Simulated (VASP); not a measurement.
# Bi in VASP: settings compared

Bi is run at these levels: PBEsol, PBE, LDA, HSE06, PBEsol+D3(BJ); tasks: relaxation of cell and atoms, single point.

All numbers are computed with VASP 6.6.1; they aren't measurements. Logs are shortened: lines on timing, memory, paths and dates and some standing lists are left out, and cuts for length are marked.

### 1 The cell of the first run

Symmetry: R-3m, No. 166, trigonal system. The conventional cell has a = 4.535 Å, b = 4.535 Å, c = 11.814 Å, α = 90.00°, β = 90.00°, γ = 120.00°. Bi (site symmetry 3m) has 6 Bi at 3.06 to 3.52 Å within 4.0 Å.

### 2 Relaxation of cell and atoms, PBEsol, target pressure 20 GPa, at which the enthalpy is minimised

INCAR reads:

```
PREC = Accurate
ENCUT = 600
EDIFF = 1E-7
ISMEAR = -1
SIGMA = 0.05
LREAL = False
LASPH = True
NELM = 100
ALGO = Normal
ISIF = 3
LWAVE = False
LCHARG = False
GGA = PS
IBRION = 2
NSW = 80
EDIFFG = -0.01
PSTRESS = 200.0
```

KPOINTS reads:

```
Automatic mesh
0
Gamma
  7 7 7
```

POSCAR reads:

```
Bi
1.0
    2.2675000000      1.3091417354      3.9380000000
   -2.2675000000      1.3091417354      3.9380000000
    0.0000000000     -2.6182834708      3.9380000000
Bi
2
Direct
    0.7660000000      0.7660000000      0.7660000000
    0.2340000000      0.2340000000      0.2340000000
```

Potentials or basis: VASP PAW PBE potentials, release 64 (Bi_d).

On the command line:

```
$ cat potpaw_PBE.64/Bi_d/POTCAR > POTCAR
$ mpirun -np 1 vasp_std > vasp.out
```

OUTCAR:

```text
PREC = Accurate
   ENCUT = 600
   EDIFF = 1E-7
   ISMEAR = -1
   LREAL = False
   LASPH = True
   NELM = 100
   ISIF = 3
   GGA = PS
   IBRION = 2
   NSW = 80
   EDIFFG = -0.01
   PSTRESS = 200.0

 ion  position               nearest neighbor table
   1  0.766  0.766  0.766-   2 3.06   2 3.06   2 3.06   2 3.52   2 3.52   2 3.52
   2  0.234  0.234  0.234-   1 3.06   1 3.06   1 3.06   1 3.52   1 3.52   1 3.52

  LATTYP: Found a trigonal (rhomboedric) cell.
 ALAT       =     4.7289800521
 COS(alpha) =     0.5401781303

  Lattice vectors:

 A1 = (   2.2675000000,   1.3091417354,   3.9380000000)
 A2 = (  -2.2675000000,   1.3091417354,   3.9380000000)
 A3 = (   0.0000000000,  -2.6182834708,   3.9380000000)

Analysis of symmetry for initial positions (statically):
=====================================================================
 Subroutine PRICEL returns:
 Original cell was already a primitive cell.

 Routine SETGRP: Setting up the symmetry group for a
 trigonal (rhombohedral) supercell.

 Subroutine GETGRP returns: Found 12 space group operations
 (whereof 12 operations were pure point group operations)
 out of a pool of 12 trial point group operations.

The static configuration has the point symmetry D_3d.

Analysis of symmetry for dynamics (positions and initial velocities):
=====================================================================
 Subroutine PRICEL returns:
 Original cell was already a primitive cell.

 Routine SETGRP: Setting up the symmetry group for a
 trigonal (rhombohedral) supercell.

 Subroutine GETGRP returns: Found 12 space group operations
 (whereof 12 operations were pure point group operations)
 out of a pool of 12 trial point group operations.

The dynamic configuration has the point symmetry D_3d.

 Subroutine INISYM returns: Found 12 space group operations
 (whereof 12 operations are pure point group operations),
 and found     1 'primitive' translations

----------------------------------------------------------------------------------------

                                     Primitive cell

  volume of cell :      70.1392

  direct lattice vectors                    reciprocal lattice vectors
     2.267500000  1.309141735  3.938000000     0.220507166  0.127309872  0.084645336
    -2.267500000  1.309141735  3.938000000    -0.220507166  0.127309872  0.084645336
     0.000000000 -2.618283471  3.938000000     0.000000000 -0.254619744  0.084645336

  length of vectors
     4.728980052  4.728980052  4.728980052     0.268320791  0.268320791  0.268320791

  position of ions in fractional coordinates (direct lattice)
     0.766000000  0.766000000  0.766000000
     0.234000000  0.234000000  0.234000000

  ion indices of the primitive-cell ions
   primitive index   ion index
                 1           1
                 2           2

----------------------------------------------------------------------------------------

 KPOINTS: Automatic mesh

Automatic generation of k-mesh.
 Grid dimensions read from file:
 generate k-points for:    7    7    7

 Generating k-lattice:

  Cartesian coordinates                     Fractional coordinates (reciprocal lattice)
     0.031501024  0.018187125  0.012092191     0.142857143 -0.000000000  0.000000000
    -0.031501024  0.018187125  0.012092191    -0.000000000  0.142857143  0.000000000
     0.000000000 -0.036374249  0.012092191     0.000000000  0.000000000  0.142857143

  Length of vectors
     0.038331542  0.038331542  0.038331542

  Shift w.r.t. Gamma in fractional coordinates (k-lattice)
     0.000000000  0.000000000  0.000000000

 Subroutine IBZKPT returns following result:
 ===========================================

 Found     44 irreducible k-points:

 Following reciprocal coordinates:
            Coordinates               Weight
  0.000000  0.000000  0.000000      1.000000
  0.142857  0.000000  0.000000      6.000000
  0.285714  0.000000  0.000000      6.000000
  0.428571 -0.000000  0.000000      6.000000
  0.142857  0.142857  0.000000      6.000000
  0.285714  0.142857  0.000000     12.000000
[... 16 lines left out ...]
  0.285714  0.285714  0.142857      6.000000
  0.428571  0.285714  0.142857     12.000000
 [... further k-points ...]
   k-points           NKPTS =     44   k-points in BZ     NKDIM =     44   number of bands    NBANDS=     19
   number of dos      NEDOS =    301   number of ions     NIONS =      2
   total plane-waves  NPLWV =  64000
   dimension x,y,z NGX =    40 NGY =   40 NGZ =   40
   dimension x,y,z NGXF=    80 NGYF=   80 NGZF=   80
   ions per type =               2
   NGX,Y,Z   is equivalent  to a cutoff of  14.06, 14.06, 14.06 a.u.
   NGXF,Y,Z  is equivalent  to a cutoff of  28.12, 28.12, 28.12 a.u.
 SYSTEM =  unknown system
   PREC   = accura    normal or accurate (medium, high low for compatibility)
   ISTART =      0    job   : 0-new  1-cont  2-samecut
   ICHARG =      2    charge: 1-file 2-atom 10-const
   ISPIN  =      1    spin polarized calculation?
   LNONCOLLINEAR =      F non collinear calculations
   LSORBIT =      F    spin-orbit coupling
   LASPH  =      T    aspherical Exc in radial PAW
   ENCUT  =  600.0 eV  44.10 Ry    6.64 a.u.   9.44  9.44  9.44*2*pi/ulx,y,z
   NELM   =    100;   NELMIN=  2; NELMDL= -5     # of ELM steps
   EDIFF  = 0.1E-06   stopping-criterion for ELM
   LREAL  =      F    real-space projection
   EDIFFG = -.1E-01   stopping-criterion for IOM
   NSW    =     80    number of steps for IOM
   IBRION =      2    ionic relax: 0-MD 1-quasi-New 2-CG
   NFREE  =      1    steps in history (QN), initial steepest desc. (CG)
   ISIF   =      3    stress and relaxation
   ISYM   =      2    0-nonsym 1-usesym 2-fastsym
   POTIM  = 0.5000    time-step for ionic-motion
   TEBEG  =    0.0;   TEEND  =   0.0 temperature during run
   PSTRESS=  200.0 pullay stress
   NELECT =      30.0000    total number of electrons
   NUPDOWN=      -1.0000    fix difference up-down
   EMIN   =  10.00;   EMAX   =-10.00  energy-range for DOS
   EFERMI =   0.00;   METHOD = LEGACY
   ISMEAR =    -1;   SIGMA  =   0.05  broadening in eV -4-tet -1-fermi 0-gaus
   EFERMI_NEDOS =   21; number of points for ismear=-14 and -15
   IALGO  =     38    algorithm
   IMIX   =      4    mixing-type and parameters
     AMIX     =   0.40;   BMIX     =  1.00
     AMIX_MAG =   1.60;   BMIX_MAG =  1.00
  volume/ion in A,a.u.               =      35.07       236.66
  Fermi-wavevector in a.u.,A,eV,Ry     =   1.233469  2.330919 20.700530  1.521446
  Thomas-Fermi vector in A             =   2.368198
   LORBIT       =      0    0 simple, 1 ext, 2 COOP (PROOUT), +10 PAW based schemes
   GGA     = PS    functional components
   LHFCALC =     F    Hartree Fock is set to
   AEXX    =    0.0000 exact exchange contribution
   IVDW    =     0    specifies the selected vdW correction
   LEPSILON=     F    determine dielectric tensor
   LRPA    =     F    only Hartree local field effects (RPA)
 conjugate gradient relaxation of ions
 non-spin polarized calculation
  energy-cutoff  :      600.00
  volume of cell :       70.14
 maximum number of plane-waves:      2360
 NGX is ok and might be reduce to    40
   NGX = 19   NGY = 19   NGZ = 19

--------------------------------------- Ionic step        1  -------------------------------------------

 number of electron      30.0000001 magnetization

 Free energy of the ion-electron system (eV)
  ---------------------------------------------------
  ext. energy  EPLUGINS =         0.00000000
  ---------------------------------------------------
  free energy    TOTEN  =        -8.62452777 eV

  energy without entropy =       -8.62305311  energy(sigma->0) =       -8.62379044

 E-fermi :   6.0936     XC(G=0):  -9.7153

 val. band max:        5.9378271615   @ k =   0.4286   0.2857   0.2857
 cond. band min:       6.2008887520   @ k =   0.4286  -0.0000   0.0000
 fundamental gap:      0.2630615905
 Fermi energy:         6.0935640405

 k-point     1 :       0.0000    0.0000    0.0000
  band No.  band energies     occupation
      1     -16.6588      2.00000
      2     -16.6588      2.00000
      3     -16.5044      2.00000
      4     -16.5044      2.00000
      5     -16.4889      2.00000
      6     -16.3173      2.00000
[... 505 lines left out ...]
      6     -16.3600      2.00000
[... 11 lines left out ...]
     18       9.9930      0.00000
     19      11.1561      0.00000

 [... further k-points ...]

------------------------ aborting loop because EDIFF is reached ----------------------------------------

  FORCE on cell =-STRESS in cart. coord.  units (eV):
  Direction    XX          YY          ZZ          XY          YZ          ZX
  --------------------------------------------------------------------------------------
  -------------------------------------------------------------------------------------
  Total       -0.1318438     -0.1318438     -0.2168330      0.0000000      0.0000000      0.0000000
  in kB       -3.0116830     -3.0116830     -4.9530757      0.0000000      0.0000000      0.0000000
  external PRESSURE =    -203.6588139 kB  Pullay stress =     200.0000000 kB
[... 97 lines left out ...]
  energy  without entropy=       -8.1190902822  energy(sigma->0) =       -8.11959056

  enthalpy is  TOTEN    =        -0.9879222984 eV   P V=        7.1321685413

 E-fermi :  10.1676     XC(G=0): -11.1580

 val. band max:        9.9724141083   @ k =   0.2857   0.1429   0.1429
 cond. band min:      10.1837429756   @ k =   0.4286  -0.0000   0.0000
 fundamental gap:      0.2113288673
 Fermi energy:        10.1676354951

 k-point     1 :       0.0000    0.0000    0.0000
  band No.  band energies     occupation
      1     -13.4909      2.00000
      2     -13.4909      2.00000
      3     -13.1725      2.00000
      4     -13.1707      2.00000
      5     -13.1707      2.00000
      6     -12.7303      2.00000
[... 505 lines left out ...]
      6     -12.9370      2.00000
[... 11 lines left out ...]
     18      13.8814      0.00000
     19      15.7398      0.00000

 [... further k-points ...]

[... ionic steps 4 to 13 ...]

--------------------------------------- Ionic step       14  -------------------------------------------

 number of electron      30.0000004 magnetization

------------------------ aborting loop because EDIFF is reached ----------------------------------------
[... 71 lines left out ...]
--------------------------------------- Ionic step       16  -------------------------------------------

 number of electron      30.0000004 magnetization

 Free energy of the ion-electron system (eV)
  ---------------------------------------------------
  ext. energy  EPLUGINS =         0.00000000
  ---------------------------------------------------
  free energy    TOTEN  =        -7.91350925 eV

  energy without entropy =       -7.90856157  energy(sigma->0) =       -7.91103541

 E-fermi :   9.8109     XC(G=0): -11.0506

 val. band max:        9.5902901887   @ k =   0.2857   0.1429   0.1429
 cond. band min:       9.8356534630   @ k =   0.4286  -0.0000   0.0000
 fundamental gap:      0.2453632743
 Fermi energy:         9.8108692862

 k-point     1 :       0.0000    0.0000    0.0000
  band No.  band energies     occupation
      1     -13.7414      2.00000
      2     -13.7414      2.00000
      3     -13.4424      2.00000
      4     -13.4394      2.00000
      5     -13.4394      2.00000
      6     -13.0301      2.00000
[... 505 lines left out ...]
      6     -13.2323      2.00000
[... 11 lines left out ...]
     18      13.5906      0.00000
     19      15.3063      0.00000

 [... further k-points ...]

------------------------ aborting loop because EDIFF is reached ----------------------------------------

  FORCE on cell =-STRESS in cart. coord.  units (eV):
  Direction    XX          YY          ZZ          XY          YZ          ZX
  --------------------------------------------------------------------------------------
  -------------------------------------------------------------------------------------
  Total        6.6743593      6.6743593      6.6894512      0.0000000      0.0000000     -0.0000000
  in kB      199.7015954    199.7015954    200.1531565      0.0000000      0.0000000     -0.0000000
  external PRESSURE =      -0.1478842 kB  Pullay stress =     200.0000000 kB
[... 21 lines left out ...]
  energy  without entropy=       -7.9085615740  energy(sigma->0) =       -7.91103541

  enthalpy is  TOTEN    =        -1.2291767856 eV   P V=        6.6843324659

 reached required accuracy - stopping structural energy minimisation
```

Run time: 20 min. Hardware: 1 thread of AMD EPYC 7R43 (Zen 3), shared host; peak memory 0.24 GiB.

Results:

```
Free energy                                                : -7.9135 eV
Relaxed volume                                             : 26.77 Å³/atom
Relaxed cell                                               : a = 4.241 Å, b = 4.241 Å, c = 4.241 Å, α = 59.69°, β = 59.69°, γ = 59.69°
Space group after relaxing (to 0.1 Å)                      : Pm-3m (No. 221)
Energy change on relaxing (the run minimises the enthalpy) : +355.5 meV/atom
Ionic steps                                                : 16
Pressure after relaxing                                    : 20.0 GPa
Band gap on the k mesh                                     : zero (bands 15 and 16 overlap by 0.14 eV)
```

Forces on the atoms (eV/Å):
```
Bi   0.000  0.000 -0.003
Bi   0.000  0.000  0.003
```

The path:
| step | energy change (eV) | largest force (eV/Å) | pressure (GPa) | volume (Å³) |
| --- | --- | --- | --- | --- |
| 1 | 0.0000 | 0.1352 | -0.37 | 70.14 |
| 2 | 10.6896 | 7.6680 | 187.95 | 33.92 |
| 3 | 0.5044 | 1.3171 | 15.63 | 57.13 |
| 4 | 0.6263 | 1.4651 | 18.09 | 55.97 |
| 5 | 0.7314 | 1.5836 | 20.14 | 55.08 |
| 6 | 0.7360 | 0.6926 | 20.92 | 53.79 |
| 7 | 0.8673 | 0.1395 | 23.22 | 52.41 |
| 8 | 0.4141 | 0.0023 | 13.52 | 56.41 |
| 9 | 0.6995 | 0.0660 | 19.83 | 53.65 |
| 10 | 0.7026 | 0.0678 | 19.86 | 53.63 |
| 11 | 0.7057 | 0.0543 | 19.92 | 53.60 |
| 12 | 0.7157 | 0.0225 | 20.09 | 53.51 |
| 13 | 0.7381 | 0.0375 | 20.56 | 53.34 |
| 14 | 0.7217 | 0.0069 | 20.22 | 53.46 |
| 15 | 0.6853 | 0.0057 | 19.45 | 53.76 |
| 16 | 0.7110 | 0.0028 | 19.99 | 53.55 |

Final structure:
```cif
data_structure
_symmetry_space_group_name_H-M 'P 1'
_symmetry_Int_Tables_number 1
_cell_length_a 4.2406
_cell_length_b 4.2406
_cell_length_c 4.2406
_cell_angle_alpha 59.693
_cell_angle_beta 59.693
_cell_angle_gamma 59.693
_cell_volume 53.55
loop_
_atom_site_label
_atom_site_type_symbol
_atom_site_fract_x
_atom_site_fract_y
_atom_site_fract_z
_atom_site_occupancy
Bi1 Bi 0.75011 0.75011 0.75011 1
Bi2 Bi 0.24989 0.24989 0.24989 1
```

Caveat: the cell is relaxed towards a set pressure, so the run minimises the enthalpy, not the energy; the volume moved by over 15 % at a fixed basis, so the end points are rough; the PAW data sets were made with another functional, which shifts forces and pressure a little; spin-orbit coupling is left out, which moves the levels of the heavy elements.

### 3 Single point, PBE (atoms moved at random)

INCAR reads:

```
SYSTEM = Bi
PREC = Accurate
ENCUT = 450
EDIFF = 1E-7
ISMEAR = 1
SIGMA = 0.1
LREAL = .False.
LASPH = .True.
ALGO = Normal
NELM = 100
ISIF = 2
LWAVE = .False.
LCHARG = .False.
```

KPOINTS reads:

```
k-points
0
Gamma
  6 6 6
```

POSCAR reads:

```
Bi
1.0
    2.2675000000      1.3091417354      3.9380000000
   -2.2675000000      1.3091417354      3.9380000000
    0.0000000000     -2.6182834708      3.9380000000
Bi
2
Direct
    0.7665720000      0.7680220000      0.7658900000
    0.2297840000      0.2355000000      0.2360820000
```

Potentials or basis: VASP PAW PBE potentials, release 64 (Bi_d).

On the command line:

```
$ cat potpaw_PBE.64/Bi_d/POTCAR > POTCAR
$ mpirun -np 1 vasp_std > vasp.out
```

OUTCAR:

```text
SYSTEM = Bi
   PREC = Accurate
   ENCUT = 450
   EDIFF = 1E-7
   ISMEAR = 1
   LREAL = .False.
   LASPH = .True.
   NELM = 100
   ISIF = 2

 Found    112 irreducible k-points:

 Following reciprocal coordinates:
            Coordinates               Weight
  0.000000  0.000000  0.000000      1.000000
  0.166667  0.000000 -0.000000      2.000000
  0.000000  0.166667 -0.000000      2.000000
 -0.000000 -0.000000  0.166667      2.000000
  0.333333  0.000000  0.000000      2.000000
  0.000000  0.333333  0.000000      2.000000
   k-points           NKPTS =    112   k-points in BZ     NKDIM =    112   number of bands    NBANDS=     19
[... 215 lines left out ...]
  FORCE on cell =-STRESS in cart. coord.  units (eV):
  Direction    XX          YY          ZZ          XY          YZ          ZX
  --------------------------------------------------------------------------------------
  -------------------------------------------------------------------------------------
  Total        0.9189515      1.0349667      1.0494721     -0.0434284      0.0855383      0.0646505
  in kB       20.9914408     23.6415548     23.9728993     -0.9920268      1.9539348      1.4768006
  external PRESSURE =      22.8686317 kB  Pullay stress =       0.0000000 kB

 VOLUME and BASIS-vectors are now :
 -----------------------------------------------------------------------------
  energy-cutoff  :      450.00
  volume of cell :       70.14
      direct lattice vectors                 reciprocal lattice vectors
     2.267500000  1.309141735  3.938000000     0.220507166  0.127309872  0.084645336
    -2.267500000  1.309141735  3.938000000    -0.220507166  0.127309872  0.084645336
     0.000000000 -2.618283471  3.938000000     0.000000000 -0.254619744  0.084645336

 POSITION                                       TOTAL-FORCE (eV/Angst)
 -----------------------------------------------------------------------------------
     -0.00329      0.00368      9.05931        -0.019112     -0.027247     -0.187449
     -0.01296     -0.00901      2.76198         0.019112      0.027247      0.187449
 -----------------------------------------------------------------------------------
    total drift:                                0.000007     -0.000004      0.000002

  FREE ENERGIE OF THE ION-ELECTRON SYSTEM (eV)
  ---------------------------------------------------
  free  energy   TOTEN  =        -7.7727276440 eV

  energy  without entropy=       -7.7722793034  energy(sigma->0) =       -7.77257820
```

stdout:

```text
POSCAR found type information on POSCAR Bi
 POSCAR found :  1 types and       2 ions
 scaLAPACK will be used
 LDA part: xc-table for (Slater+PW92), standard interpolation
 POSCAR, INCAR and KPOINTS ok, starting setup
 FFT: planning ... GRIDC
 FFT: planning ... GRID_SOFT
 FFT: planning ... GRID
 WAVECAR not read
 entering main loop
```

Run time: 75 s. Hardware: 1 thread of AMD EPYC 9R45 (Zen 5), shared host; peak memory 0.22 GiB.

Results:

* Free energy: -7.7727 eV
* Pressure: 2.3 GPa
* Largest force: 0.190 eV/Å
* Band gap on the k mesh: zero (bands 15 and 16 overlap by 0.17 eV)

Forces in eV/Å, atoms in the order of the input:
```
Bi  -0.019 -0.027 -0.187
Bi   0.019  0.027  0.187
```

Levels at points of the mesh, in eV from the Fermi level:
```
           k point  band 13  band 14  band 15  band 16  band 17  band 18
(0.00, 0.00, 0.00)    -1.35    -1.14    -1.11     2.57     3.05     3.11
(0.50, 0.00, 0.00)    -1.24    -1.13    -0.16    -0.12     0.64     1.18
(0.00, 0.50, 0.00)    -1.24    -1.11    -0.15    -0.15     0.68     1.17
(0.00, 0.00, 0.50)    -1.25    -1.11    -0.17    -0.14     0.71     1.16
(0.50, 0.50, 0.00)    -4.58    -2.92    -2.82     2.46     5.08     5.57
(0.50, 0.00, 0.50)    -4.59    -2.92    -2.82     2.44     5.09     5.59
(0.00, 0.50, 0.50)    -4.61    -2.90    -2.83     2.42     5.09     5.61
(0.50, 0.50, 0.50)    -0.85    -0.57    -0.49     0.76     0.85     0.88
```

Caveat: the cell differs from its parent crystal (atoms moved at random); spin-orbit coupling is left out, which moves the levels of the heavy elements.

(Continued in part 2 of 2.)
